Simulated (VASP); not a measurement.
A run of VASP 6.6.1 is set up as follows.

File INCAR:

```
PREC = Accurate
ENCUT = 520
EDIFF = 1E-7
ISMEAR = 1
SIGMA = 0.1
LREAL = False
LASPH = True
NELM = 60
ALGO = Normal
ISIF = 2
LWAVE = False
LCHARG = False
GGA = PE
NBANDS = 18
```

KPOINTS

```
Automatic mesh
0
Gamma
  8 8 5
```

Contents of POSCAR:

```
Sc
1.0
    3.3090000000      0.0000000000      0.0000000000
   -1.6545000000      2.8656780000      0.0000000000
    0.0000000000      0.0000000000      5.2733000000
Sc
2
Direct
    0.3333333333      0.6666666667      0.2500000000
    0.6666666667      0.3333333333      0.7500000000
```

Potentials or basis: VASP PAW PBE potentials, release 64 (Sc_sv).

Run with:

```bash
$ cat potpaw_PBE.64/Sc_sv/POTCAR > POTCAR
$ mpirun -np 1 vasp_std > vasp.out
```

**Question.** Estimate the pressure.

**Answer.** -0.6 GPa.

**Question.** Predict the band gap on the k mesh.

**Answer.** Zero (band 11 reaches 4.27 eV, above the bottom of band 12 at 3.14 eV).

Stress tensor (GPa, compression positive):
```
-0.24  0.00  0.00
 0.00 -0.24  0.00
 0.00  0.00 -1.47
```
